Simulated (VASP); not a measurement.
# MgBe2SeO2 (I4/mmm) in VASP: a series of runs

The runs below take MgBe2SeO2 through single point, with PBE.

Everything below comes from runs of VASP 6.6.1. Logs are shortened: lines on timing, memory, paths and dates and some standing lists are left out, and cuts for length are marked.

### Step 1. The cell of the first run

It takes space group I4/mmm (No. 139, tetragonal). Conventional cell: a = 3.474 Å, b = 3.474 Å, c = 16.306 Å, α = 90.00°, β = 90.00°, γ = 90.00°. Mg (site symmetry 4/mmm) has 4 Se at 2.46 Å within 3.2 Å. Be (site symmetry 4mm) has 4 O at 1.74 Å within 2.3 Å. Se (site symmetry 4/mmm) has 4 Mg at 2.46 Å within 3.2 Å. Within 2.3 Å of O (site symmetry -4m2) lie 4 Be at 1.74 Å.

The cell was generated, and may not be a known phase.

### Step 2. Single point, PBE

Contents of INCAR:

```
PREC     = Accurate       # precision mode
ENCUT    = 520            # plane-wave cutoff, eV
EDIFF    = 1E-6           # SCF threshold, eV
ISMEAR   = 0              # smearing method
SIGMA    = 0.02           # smearing width, eV
LREAL    = False          # projectors in reciprocal space
LASPH    = True           # aspherical terms in the spheres
NELM     = 60             # most SCF steps
ALGO     = Normal         # electronic algorithm
ISIF     = 2              # what is computed and relaxed
LWAVE    = False          # write WAVECAR
LCHARG   = False          # write CHGCAR
GGA      = PE             # functional
NBANDS   = 21             # bands
```

Contents of KPOINTS:

```
Automatic mesh
0
Gamma
  12 12 12
```

Contents of POSCAR:

```
MgBe2SeO2
1.0
   -1.7367565730      1.7367565730      8.1529854155
    1.7367565730     -1.7367565730      8.1529854155
    1.7367565730      1.7367565730     -8.1529854155
Mg Be Se O
1 2 1 2
Direct
    0.5000000000      0.5000000000      0.0000000000
    0.2481868080      0.2481868080      0.0000000000
    0.7518131920      0.7518131920      0.0000000000
    0.0000000000      0.0000000000      0.0000000000
    0.2500000000      0.7500000000      0.5000000000
    0.7500000000      0.2500000000      0.5000000000
```

Potentials or basis: VASP PAW PBE potentials, release 64 (Mg, Be, Se, O).

Run with:

```sh
> cat potpaw_PBE.64/Mg/POTCAR potpaw_PBE.64/Be/POTCAR potpaw_PBE.64/Se/POTCAR potpaw_PBE.64/O/POTCAR > POTCAR
> mpirun -np 1 vasp_std > vasp.out
```

OUTCAR:

```text
PREC = Accurate
   ENCUT = 520
   EDIFF = 1E-6
   ISMEAR = 0
   LREAL = False
   LASPH = True
   NELM = 60
   ISIF = 2
   GGA = PE

 ion  position               nearest neighbor table
   1  0.500  0.500  0.000-   4 2.46   4 2.46   4 2.46   4 2.46
   2  0.248  0.248  0.000-   6 1.74   5 1.74   5 1.74   6 1.74
   3  0.752  0.752  0.000-   5 1.74   6 1.74   6 1.74   5 1.74
   4  0.000  0.000  0.000-   1 2.46   1 2.46   1 2.46   1 2.46
   5  0.250  0.750  0.500-   3 1.74   2 1.74   3 1.74   2 1.74
   6  0.750  0.250  0.500-   3 1.74   2 1.74   3 1.74   2 1.74

  LATTYP: Found a body centered tetragonal cell.
 ALAT       =     3.4735131460
 C/A-ratio  =     4.6943742965

  Lattice vectors:

 A1 = (  -1.7367565730,   1.7367565730,   8.1529854155)
 A2 = (   1.7367565730,  -1.7367565730,   8.1529854155)
 A3 = (   1.7367565730,   1.7367565730,  -8.1529854155)

Analysis of symmetry for initial positions (statically):
=====================================================================
 Subroutine PRICEL returns:
 Original cell was already a primitive cell.

 Routine SETGRP: Setting up the symmetry group for a
 body centered tetragonal supercell.

 Subroutine GETGRP returns: Found 16 space group operations
 (whereof 16 operations were pure point group operations)
 out of a pool of 16 trial point group operations.

The static configuration has the point symmetry D_4h.

Analysis of symmetry for dynamics (positions and initial velocities):
=====================================================================
 Subroutine PRICEL returns:
 Original cell was already a primitive cell.

 Routine SETGRP: Setting up the symmetry group for a
 body centered tetragonal supercell.

 Subroutine GETGRP returns: Found 16 space group operations
 (whereof 16 operations were pure point group operations)
 out of a pool of 16 trial point group operations.

The dynamic configuration has the point symmetry D_4h.

 Subroutine INISYM returns: Found 16 space group operations
 (whereof 16 operations are pure point group operations),
 and found     1 'primitive' translations

----------------------------------------------------------------------------------------

                                     Primitive cell

  volume of cell :      98.3682

  direct lattice vectors                    reciprocal lattice vectors
    -1.736756573  1.736756573  8.152985415     0.000000000  0.287892965  0.061327229
     1.736756573 -1.736756573  8.152985415     0.287892965  0.000000000  0.061327229
     1.736756573  1.736756573 -8.152985415     0.287892965  0.287892965  0.000000000

  length of vectors
     8.514917379  8.514917379  8.514917379     0.294352490  0.294352490  0.407142136

  position of ions in fractional coordinates (direct lattice)
     0.500000000  0.500000000  0.000000000
     0.248186808  0.248186808  0.000000000
     0.751813192  0.751813192  0.000000000
     0.000000000  0.000000000  0.000000000
     0.250000000  0.750000000  0.500000000
     0.750000000  0.250000000  0.500000000

  ion indices of the primitive-cell ions
   primitive index   ion index
                 1           1
                 2           2
                 3           3
                 4           4
                 5           5
                 6           6

----------------------------------------------------------------------------------------

 KPOINTS: Automatic mesh

Automatic generation of k-mesh.
 Grid dimensions read from file:
 generate k-points for:   12   12   12

 Generating k-lattice:

  Cartesian coordinates                     Fractional coordinates (reciprocal lattice)
     0.000000000  0.023991080  0.005110602     0.083333333 -0.000000000  0.000000000
     0.023991080  0.000000000  0.005110602    -0.000000000  0.083333333  0.000000000
     0.023991080  0.023991080  0.000000000     0.000000000  0.000000000  0.083333333

  Length of vectors
     0.024529374  0.024529374  0.033928511

  Shift w.r.t. Gamma in fractional coordinates (k-lattice)
     0.000000000  0.000000000  0.000000000

 Subroutine IBZKPT returns following result:
 ===========================================

 Found    163 irreducible k-points:

 Following reciprocal coordinates:
            Coordinates               Weight
  0.000000  0.000000  0.000000      1.000000
  0.083333 -0.000000  0.000000      8.000000
  0.166667 -0.000000  0.000000      8.000000
  0.250000 -0.000000  0.000000      8.000000
  0.333333  0.000000 -0.000000      8.000000
  0.416667  0.000000  0.000000      8.000000
[... 16 lines left out ...]
  0.500000  0.166667  0.000000     16.000000
 -0.416667  0.166667 -0.000000     16.000000
 [... further k-points ...]
   k-points           NKPTS =    163   k-points in BZ     NKDIM =    163   number of bands    NBANDS=     21
   number of dos      NEDOS =    301   number of ions     NIONS =      6
   total plane-waves  NPLWV = 262144
   dimension x,y,z NGX =    64 NGY =   64 NGZ =   64
   dimension x,y,z NGXF=   128 NGYF=  128 NGZF=  128
   ions per type =               1   2   1   2
   NGX,Y,Z   is equivalent  to a cutoff of  12.50, 12.50, 12.50 a.u.
   NGXF,Y,Z  is equivalent  to a cutoff of  24.99, 24.99, 24.99 a.u.
 SYSTEM =  unknown system
   PREC   = accura    normal or accurate (medium, high low for compatibility)
   ISTART =      0    job   : 0-new  1-cont  2-samecut
   ICHARG =      2    charge: 1-file 2-atom 10-const
   ISPIN  =      1    spin polarized calculation?
   LNONCOLLINEAR =      F non collinear calculations
   LSORBIT =      F    spin-orbit coupling
   LASPH  =      T    aspherical Exc in radial PAW
   ENCUT  =  520.0 eV  38.22 Ry    6.18 a.u.  15.83 15.83 15.83*2*pi/ulx,y,z
   NELM   =     60;   NELMIN=  2; NELMDL= -5     # of ELM steps
   EDIFF  = 0.1E-05   stopping-criterion for ELM
   LREAL  =      F    real-space projection
   EDIFFG = 0.1E-04   stopping-criterion for IOM
   NSW    =      0    number of steps for IOM
   IBRION =     -1    ionic relax: 0-MD 1-quasi-New 2-CG
   NFREE  =      0    steps in history (QN), initial steepest desc. (CG)
   ISIF   =      2    stress and relaxation
   ISYM   =      2    0-nonsym 1-usesym 2-fastsym
   POTIM  = 0.5000    time-step for ionic-motion
   TEBEG  =    0.0;   TEEND  =   0.0 temperature during run
   PSTRESS=    0.0 pullay stress
   NELECT =      24.0000    total number of electrons
   NUPDOWN=      -1.0000    fix difference up-down
   EMIN   =  10.00;   EMAX   =-10.00  energy-range for DOS
   EFERMI =   0.00;   METHOD = LEGACY
   ISMEAR =     0;   SIGMA  =   0.02  broadening in eV -4-tet -1-fermi 0-gaus
   EFERMI_NEDOS =   21; number of points for ismear=-14 and -15
   IALGO  =     38    algorithm
   IMIX   =      4    mixing-type and parameters
     AMIX     =   0.40;   BMIX     =  1.00
     AMIX_MAG =   1.60;   BMIX_MAG =  1.00
  volume/ion in A,a.u.               =      16.39       110.64
  Fermi-wavevector in a.u.,A,eV,Ry     =   1.022964  1.933122 14.237892  1.046456
  Thomas-Fermi vector in A             =   2.156672
   LORBIT       =      0    0 simple, 1 ext, 2 COOP (PROOUT), +10 PAW based schemes
   GGA     = PE    functional components
   LHFCALC =     F    Hartree Fock is set to
   AEXX    =    0.0000 exact exchange contribution
   IVDW    =     0    specifies the selected vdW correction
   LEPSILON=     F    determine dielectric tensor
   LRPA    =     F    only Hartree local field effects (RPA)
 non-spin polarized calculation
 Gauss-broadening in eV      SIGMA  =   0.02
  energy-cutoff  :      520.00
  volume of cell :       98.37
 maximum number of plane-waves:      2683
   NGX = 31   NGY = 31   NGZ = 31

 number of electron      24.0000005 magnetization

 Free energy of the ion-electron system (eV)
  ---------------------------------------------------
  ext. energy  EPLUGINS =         0.00000000
  ---------------------------------------------------
  free energy    TOTEN  =       -32.45020342 eV

  energy without entropy =      -32.45020342  energy(sigma->0) =      -32.45020342

 E-fermi :   1.5055     XC(G=0):  -8.1941

 val. band max:        1.3431735007   @ k =  -0.2500   0.2500   0.2500
 cond. band min:       3.2956342668   @ k =   0.5000   0.5000   0.0000
 fundamental gap:      1.9524607661
 Fermi energy:         1.5055081205

 k-point     1 :       0.0000    0.0000    0.0000
  band No.  band energies     occupation
      1     -17.5446      2.00000
      2     -14.7863      2.00000
      3     -11.4309      2.00000
      4      -5.0110      2.00000
      5      -5.0110      2.00000
      6      -3.1878      2.00000
[... 13 lines left out ...]
     20      10.8635      0.00000
     21      12.2103      0.00000

 k-point     2 :       0.0833   -0.0000    0.0000
  band No.  band energies     occupation
      1     -17.5120      2.00000
      2     -14.8589      2.00000
      3     -11.3813      2.00000
      4      -4.9523      2.00000
      5      -4.9036      2.00000
      6      -3.1250      2.00000
[... 13 lines left out ...]
     20      10.7392      0.00000
     21      12.1743      0.00000

 k-point     3 :       0.1667   -0.0000    0.0000
  band No.  band energies     occupation
      1     -17.4148      2.00000
      2     -15.0627      2.00000
      3     -11.2394      2.00000
      4      -4.7779      2.00000
      5      -4.6001      2.00000
      6      -2.9395      2.00000
[... 13 lines left out ...]
     20      10.9543      0.00000
     21      11.9349      0.00000

 k-point     4 :       0.2500   -0.0000    0.0000
  band No.  band energies     occupation
      1     -17.2545      2.00000
      2     -15.3617      2.00000
      3     -11.0283      2.00000
      4      -4.4925      2.00000
      5      -4.1483      2.00000
      6      -2.6430      2.00000
[... 13 lines left out ...]
     20      10.8835      0.00000
     21      11.6075      0.00000

 k-point     5 :       0.3333    0.0000   -0.0000
  band No.  band energies     occupation
      1     -17.0340      2.00000
      2     -15.7139      2.00000
      3     -10.7920      2.00000
      4      -4.1045      2.00000
      5      -3.6077      2.00000
      6      -2.8396      2.00000
[... 13 lines left out ...]
     20      10.7562      0.00000
     21      12.1185      0.00000

 k-point     6 :       0.4167    0.0000    0.0000
  band No.  band energies     occupation
      1     -16.7585      2.00000
      2     -16.0817      2.00000
      3     -10.5979      2.00000
      4      -3.6271      2.00000
      5      -3.4643      2.00000
      6      -3.0287      2.00000
[... 13 lines left out ...]
     20      10.7836      0.00000
     21      12.3663      0.00000

 k-point     7 :       0.5000   -0.0000    0.0000
  band No.  band energies     occupation
      1     -16.4366      2.00000
      2     -16.4366      2.00000
      3     -10.5213      2.00000
      4      -3.6849      2.00000
      5      -3.0793      2.00000
      6      -3.0793      2.00000
[... 13 lines left out ...]
     20      10.6952      0.00000
     21      12.5761      0.00000
[... 291 lines left out ...]
      1     -17.1534      2.00000
      2     -15.5211      2.00000
      3     -10.8511      2.00000
      4      -5.0209      2.00000
      5      -3.0988      2.00000
      6      -2.4953      2.00000
[... 13 lines left out ...]
     20      10.2753      0.00000
     21      10.5995      0.00000

 k-point    21 :       0.3333    0.1667    0.0000
  band No.  band energies     occupation
      1     -16.9563      2.00000
      2     -15.8123      2.00000
      3     -10.6241      2.00000
      4      -4.8334      2.00000
      5      -3.0784      2.00000
      6      -2.6335      2.00000
[... 13 lines left out ...]
     20      10.1876      0.00000
     21      11.3236      0.00000

 k-point    22 :       0.4167    0.1667    0.0000
  band No.  band energies     occupation
      1     -16.7120      2.00000
      2     -16.1236      2.00000
      3     -10.4385      2.00000
      4      -4.5248      2.00000
      5      -3.6264      2.00000
      6      -3.2307      2.00000
[... 13 lines left out ...]
     20      10.5043      0.00000
     21      11.6334      0.00000

 k-point    23 :       0.5000    0.1667    0.0000
  band No.  band energies     occupation
      1     -16.4300      2.00000
      2     -16.4299      2.00000
      3     -10.3655      2.00000
      4      -4.1168      2.00000
      5      -4.1142      2.00000
      6      -3.4449      2.00000
[... 13 lines left out ...]
     20      10.7118      0.00000
     21      11.8994      0.00000

 k-point    24 :      -0.4167    0.1667   -0.0000
  band No.  band energies     occupation
      1     -16.7120      2.00000
      2     -16.1236      2.00000
      3     -10.4384      2.00000
      4      -4.5248      2.00000
      5      -3.6266      2.00000
      6      -3.2271      2.00000
[... 13 lines left out ...]
     20      10.5462      0.00000
     21      11.8130      0.00000

 [... further k-points ...]

------------------------ aborting loop because EDIFF is reached ----------------------------------------

  FORCE on cell =-STRESS in cart. coord.  units (eV):
  Direction    XX          YY          ZZ          XY          YZ          ZX
  --------------------------------------------------------------------------------------
  -------------------------------------------------------------------------------------
  Total        0.1053021      0.1053021     -0.0177528      0.0000000     -0.0000000      0.0000000
  in kB        1.7151145      1.7151145     -0.2891502      0.0000000     -0.0000000      0.0000000
  external PRESSURE =       1.0470263 kB  Pullay stress =       0.0000000 kB

 VOLUME and BASIS-vectors are now :
 -----------------------------------------------------------------------------
  energy-cutoff  :      520.00
  volume of cell :       98.37
      direct lattice vectors                 reciprocal lattice vectors
    -1.736756573  1.736756573  8.152985415     0.000000000  0.287892965  0.061327229
     1.736756573 -1.736756573  8.152985415     0.287892965  0.000000000  0.061327229
     1.736756573  1.736756573 -8.152985415     0.287892965  0.287892965  0.000000000

 POSITION                                       TOTAL-FORCE (eV/Angst)
 -----------------------------------------------------------------------------------
      0.00000      0.00000      8.15299        -0.000000     -0.000000     -0.000000
      0.00000      0.00000      4.04693         0.000000      0.000000     -0.002029
      0.00000      0.00000     12.25904         0.000000      0.000000      0.002029
      0.00000      0.00000      0.00000        -0.000000     -0.000000     -0.000000
      1.73676      0.00000      4.07649        -0.000000     -0.000000     -0.000000
      0.00000      1.73676      4.07649        -0.000000     -0.000000     -0.000000
 -----------------------------------------------------------------------------------
    total drift:                               -0.000000     -0.000000     -0.000000

  FREE ENERGIE OF THE ION-ELECTRON SYSTEM (eV)
  ---------------------------------------------------
  free  energy   TOTEN  =       -32.4502034176 eV

  energy  without entropy=      -32.4502034176  energy(sigma->0) =      -32.45020342
```

Wall time 17 min (1 thread of AMD EPYC 9R45 (Zen 5), shared host); peak memory 0.79 GiB.

What came out:

* Free energy: -32.4502 eV
* Pressure: 0.1 GPa
* Band gap on the k mesh: 1.95 eV (least direct gap 2.16 eV)

Forces on the atoms (eV/Å):
```
Mg   0.000  0.000  0.000
Be   0.000  0.000 -0.002
Be   0.000  0.000  0.002
Se   0.000  0.000  0.000
O    0.000  0.000  0.000
O    0.000  0.000  0.000
```

Stress tensor (GPa, compression positive):
```
 0.17  0.00  0.00
 0.00  0.17  0.00
 0.00  0.00 -0.03
```

Levels at points of the mesh, in eV from the valence-band top:
```
           k point  band 8  band 9  band 10  band 11  band 12  band 13  band 14  band 15  band 16  band 17
(0.00, 0.00, 0.00)   -1.79   -1.79    -0.85    -0.52    -0.52     2.23     4.86     5.30     6.21     7.98
(0.50, 0.00, 0.00)   -3.81   -2.62    -2.59    -1.13     0.00     3.27     5.72     5.75     6.63     7.10
(0.50, 0.50, 0.00)   -2.02   -2.01    -0.47    -0.47    -0.21     1.95     4.81     5.09     5.88     6.11
(0.50, 0.50, 0.50)   -1.79   -1.79    -0.85    -0.52    -0.52     3.11     4.26     5.29     5.93     8.08
```

### Step 3. Single point, PBE

Contents of INCAR:

```
SYSTEM = MgBe2SeO2
PREC = Accurate
ENCUT = 520
EDIFF = 1E-6
ISMEAR = 0
SIGMA = 0.02
LREAL = .FALSE.
LASPH = .TRUE.
NELM = 100
ALGO = Normal
ISIF = 2
LWAVE = .FALSE.
LCHARG = .FALSE.
GGA = PE
NBANDS = 21
```

Contents of KPOINTS:

```
Automatic mesh
0
G
  12 12 12
  0 0 0
```

POSCAR is that of step 2.

Potentials or basis: VASP PAW PBE potentials, release 64 (Mg, Be, Se, O).

Run with:

```sh
> cat potpaw_PBE.64/Mg/POTCAR potpaw_PBE.64/Be/POTCAR potpaw_PBE.64/Se/POTCAR potpaw_PBE.64/O/POTCAR > POTCAR
> mpirun -np 1 vasp_std > vasp.out
```

Run time: 15 min. Hardware: 1 thread of AMD EPYC 9R45 (Zen 5), shared host; peak memory 0.79 GiB.

It converged, with:

| Quantity | Value |
| --- | --- |
| Free energy | -32.4502 eV |
| Pressure | 0.1 GPa |
| Band gap on the k mesh | 1.95 eV (least direct gap 2.16 eV) |

Forces in eV/Å, atoms in the order of the input:
```
Mg   0.000  0.000  0.000
Be   0.000  0.000 -0.002
Be   0.000  0.000  0.002
Se   0.000  0.000  0.000
O    0.000  0.000  0.000
O    0.000  0.000  0.000
```

Stress tensor (GPa, compression positive):
```
 0.17  0.00  0.00
 0.00  0.17  0.00
 0.00  0.00 -0.03
```

Levels at points of the mesh, in eV from the valence-band top:
```
           k point  band 9  band 10  band 11  band 12  band 13  band 14  band 15  band 16
(0.00, 0.00, 0.00)   -1.79    -0.85    -0.52    -0.52     2.23     4.86     5.30     6.21
(0.50, 0.00, 0.00)   -2.62    -2.59    -1.13     0.00     3.27     5.72     5.75     6.63
(0.50, 0.50, 0.00)   -2.01    -0.47    -0.47    -0.21     1.95     4.81     5.09     5.88
(0.50, 0.50, 0.50)   -1.79    -0.85    -0.52    -0.52     3.11     4.26     5.29     5.93
```
